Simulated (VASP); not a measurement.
# Ga (Fm-3m) in VASP: a series of runs, part 2 of 2

VASP 6.6.1.

## 5. Single point, BLYP

This run uses another cell than the first one, of 21.61 Å³/atom.

INCAR

```
PREC = Accurate
ENCUT = 520
EDIFF = 1E-6
ISMEAR = -1
SIGMA = 0.1
LREAL = False
LASPH = True
NELM = 80
ALGO = Normal
ISIF = 2
LWAVE = False
LCHARG = False
GGA = B5
ALDAX = 1.0
AGGAX = 1.0
AGGAC = 1.0
ALDAC = 0.0
NBANDS = 12
```

KPOINTS

```
Automatic mesh
0
Gamma
  20 20 20
```

POSCAR

```
Ga
1.0
    0.0000000000      2.2108575615      2.2108575615
    2.2108575615      0.0000000000      2.2108575615
    2.2108575615      2.2108575615      0.0000000000
Ga
1
Direct
    0.0000000000      0.0000000000      0.0000000000
```

Potentials or basis: VASP PAW PBE potentials, release 64 (Ga_d).

On the command line:

```
> cat potpaw_PBE.64/Ga_d/POTCAR > POTCAR
> mpirun -np 1 vasp_std > vasp.out
```

OUTCAR:

```text
PREC = Accurate
   ENCUT = 520
   EDIFF = 1E-6
   ISMEAR = -1
   LREAL = False
   LASPH = True
   NELM = 80
   ISIF = 2
   GGA = B5

 ion  position               nearest neighbor table
   1  0.000  0.000  0.000-

  LATTYP: Found a face centered cubic cell.
 ALAT       =     4.4217151230

  Lattice vectors:

 A1 = (   0.0000000000,   2.2108575615,   2.2108575615)
 A2 = (   2.2108575615,   0.0000000000,   2.2108575615)
 A3 = (   2.2108575615,   2.2108575615,   0.0000000000)

Analysis of symmetry for initial positions (statically):
=====================================================================
 Subroutine PRICEL returns:
 Original cell was already a primitive cell.

 Routine SETGRP: Setting up the symmetry group for a
 face centered cubic supercell.

 Subroutine GETGRP returns: Found 48 space group operations
 (whereof 48 operations were pure point group operations)
 out of a pool of 48 trial point group operations.

The static configuration has the point symmetry O_h .

Analysis of symmetry for dynamics (positions and initial velocities):
=====================================================================
 Subroutine PRICEL returns:
 Original cell was already a primitive cell.

 Routine SETGRP: Setting up the symmetry group for a
 face centered cubic supercell.

 Subroutine GETGRP returns: Found 48 space group operations
 (whereof 48 operations were pure point group operations)
 out of a pool of 48 trial point group operations.

The dynamic configuration has the point symmetry O_h .

 Subroutine INISYM returns: Found 48 space group operations
 (whereof 48 operations are pure point group operations),
 and found     1 'primitive' translations

----------------------------------------------------------------------------------------
[... 114 lines left out ...]
  Thomas-Fermi vector in A             =   2.506666
   LORBIT       =      0    0 simple, 1 ext, 2 COOP (PROOUT), +10 PAW based schemes
   GGA     = B5    functional components
   LHFCALC =     F    Hartree Fock is set to
   AEXX    =    0.0000 exact exchange contribution
   IVDW    =     0    specifies the selected vdW correction
   LEPSILON=     F    determine dielectric tensor
   LRPA    =     F    only Hartree local field effects (RPA)
 non-spin polarized calculation
  energy-cutoff  :      520.00
  volume of cell :       21.61
 maximum number of plane-waves:       604
   NGX = 11   NGY = 11   NGZ = 11

 number of electron      13.0000008 magnetization

 Free energy of the ion-electron system (eV)
  ---------------------------------------------------
  ext. energy  EPLUGINS =         0.00000000
  ---------------------------------------------------
  free energy    TOTEN  =        -2.12313310 eV

  energy without entropy =       -2.10766795  energy(sigma->0) =       -2.11540053

 E-fermi :   4.8085     XC(G=0):  -9.8005

 val. band max:        4.7979208948   @ k =  -0.2500   0.4500   0.2000
 cond. band min:       4.8097570389   @ k =  -0.2500   0.3500   0.1500
 fundamental gap:      0.0118361442
 Fermi energy:         4.8084657259

 k-point     1 :       0.0000    0.0000    0.0000
  band No.  band energies     occupation
      1     -10.0958      2.00000
      2     -10.0958      2.00000
      3     -10.0958      2.00000
      4     -10.0110      2.00000
      5     -10.0110      2.00000
      6      -5.2538      2.00000
      7      15.3180      0.00000
      8      15.3180      0.00000
      9      15.3181      0.00000
     10      19.8587      0.00000
     11      19.8587      0.00000
     12      19.8587      0.00000
[... 331 lines left out ...]
 k-point    24 :      -0.3500    0.0500    0.0000
  band No.  band energies     occupation
      1     -10.1218      2.00000
      2     -10.0841      2.00000
      3     -10.0817      2.00000
      4      -9.9639      2.00000
      5      -9.9527      2.00000
      6      -2.1019      2.00000
      7       4.4284      1.95627
      8      12.6489      0.00000
      9      13.7674      0.00000
     10      18.3130      0.00000
     11      18.7349      0.00000
     12      18.9661      0.00000

 [... further k-points ...]

------------------------ aborting loop because EDIFF is reached ----------------------------------------

  FORCE on cell =-STRESS in cart. coord.  units (eV):
  Direction    XX          YY          ZZ          XY          YZ          ZX
  --------------------------------------------------------------------------------------
  -------------------------------------------------------------------------------------
  Total       -0.0112621     -0.0112621     -0.0112621     -0.0000000      0.0000000      0.0000000
  in kB       -0.8348701     -0.8348701     -0.8348701     -0.0000000      0.0000000      0.0000000
  external PRESSURE =      -0.8348701 kB  Pullay stress =       0.0000000 kB

 VOLUME and BASIS-vectors are now :
 -----------------------------------------------------------------------------
  energy-cutoff  :      520.00
  volume of cell :       21.61
      direct lattice vectors                 reciprocal lattice vectors
     0.000000000  2.210857562  2.210857562    -0.226156587  0.226156587  0.226156587
     2.210857562  0.000000000  2.210857562     0.226156587 -0.226156587  0.226156587
     2.210857562  2.210857562  0.000000000     0.226156587  0.226156587 -0.226156587

 POSITION                                       TOTAL-FORCE (eV/Angst)
 -----------------------------------------------------------------------------------
      0.00000      0.00000      0.00000         0.000000      0.000000      0.000000
 -----------------------------------------------------------------------------------
    total drift:                               -0.000000      0.000000      0.000000

  FREE ENERGIE OF THE ION-ELECTRON SYSTEM (eV)
  ---------------------------------------------------
  free  energy   TOTEN  =        -2.1231330958 eV

  energy  without entropy=       -2.1076679548  energy(sigma->0) =       -2.11540053
```

Run time: 30 s. Hardware: 1 thread of Intel Xeon 6455B, shared host; peak memory 0.19 GiB.

What came out:

```yaml
Free_energy: -2.1231 eV
Pressure: -0.1 GPa
Band_gap_on_the_k_mesh: zero (an odd number of electrons rules out a gap without spin polarisation)
```

Caveat: the PAW data sets were made with another functional, which shifts forces and pressure a little.

## 6. The runs side by side

| task | cell | k mesh | cutoff (eV) | gap on the mesh (eV) | pressure (GPa) |
| --- | --- | --- | --- | --- | --- |
| relaxation of cell and atoms | relaxed from a = 3.026 Å, angles 60.0°, 1 atom | 13 × 13 × 13 | 600 | none | 0.0 |
| single point | a = 3.041 Å, angles 60.0°, 1 atom | 20 × 20 × 20 | 520 | none | 3.1 |
| single point | a = 3.084 Å, angles 60.0°, 1 atom | 20 × 20 × 20 | 520 | none | 1.4 |
| single point | a = 3.127 Å, angles 60.0°, 1 atom | 20 × 20 × 20 | 520 | none | -0.1 |

Alike in all rows: level BLYP; potentials or basis VASP PAW PBE potentials, release 64 (Ga_d); no spin polarisation; smearing fermi-dirac 0.1 eV.

Caveats: the PAW data sets were made with another functional, which shifts forces and pressure a little; the cell stands under pressure (at least some runs).

Absolute energies hang on the potentials; compare differences alone.
